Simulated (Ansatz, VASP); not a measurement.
PbC2 in VASP and in Ansatz

INCAR

```
ALGO = Normal ; EDIFF = 1E-6
ENCUT = 520 ; GGA = CA
ISIF = 2 ; ISMEAR = 0
LASPH = T ; LCHARG = F
LREAL = F ; LWAVE = F
NBANDS = 18 ; NELM = 100
PREC = Accurate ; SIGMA = 0.1
```

Contents of KPOINTS:

```
k-points
0
Gamma
  8 8 8
```

Contents of POSCAR:

```
PbC2
1.0
   -1.7927645555      1.7927645555      2.9678104199
    1.7927645555     -1.7927645555      2.9678104199
    1.7927645555      1.7927645555     -2.9678104199
Pb C
1 2
Direct
    0.0000000000      0.0000000000      0.0000000000
    0.5978927200      0.5978927200      0.0000000000
    0.4021072800      0.4021072800      0.0000000000
```

Input for Ansatz:

```yaml
crystal:
  lattice:
    - [-1.7927645555, 1.7927645555, 2.9678104199]
    - [1.7927645555, -1.7927645555, 2.9678104199]
    - [1.7927645555, 1.7927645555, -2.9678104199]
  atoms:
    - { symbol: Pb, position: [0.0, 0.0, 0.0] }
    - { symbol: C, position: [0.59789272, 0.59789272, 0.0] }
    - { symbol: C, position: [0.40210728, 0.40210728, 0.0] }
basis:
  ecutwfc: 420
kpoints:
  mp_grid: { grid: [8, 8, 8] }
hamiltonian:
  xc: lda
scf:
  occupations: { method: gaussian, width: 0.1 }
output:
  forces: true
  stress: true
  eigenvalues: true
```

Alike in both runs: task single point; functional LDA; k mesh 8 × 8 × 8; occupations gaussian, width 0.1 eV; no spin polarisation.

|  | VASP | Ansatz |
| --- | --- | --- |
| version | VASP 6.6.1 | Ansatz 0.2.0 |
| potentials or method | VASP PAW LDA potentials, release 64 (Pb_d, C), cutoff 520 eV | scalar-relativistic, plane waves, PAW |
| valence electrons in the cell | 22 | 22 |

|  | VASP | Ansatz | Ansatz less VASP |
| --- | --- | --- | --- |
| gap on the k mesh at the Fermi level (eV) | none | none | - |
| rms of the force components (eV/Å) | 3.975 | 3.847 | -0.1288 |

LDA's correlation is that of Perdew and Zunger in VASP and of Perdew and Wang (1992) in Ansatz. Atom by atom the forces differ by 0.129 eV/Å (rms over components). A gap of «none» marks a metal or a gap that the smearing closes.

Spin-orbit coupling is off throughout.
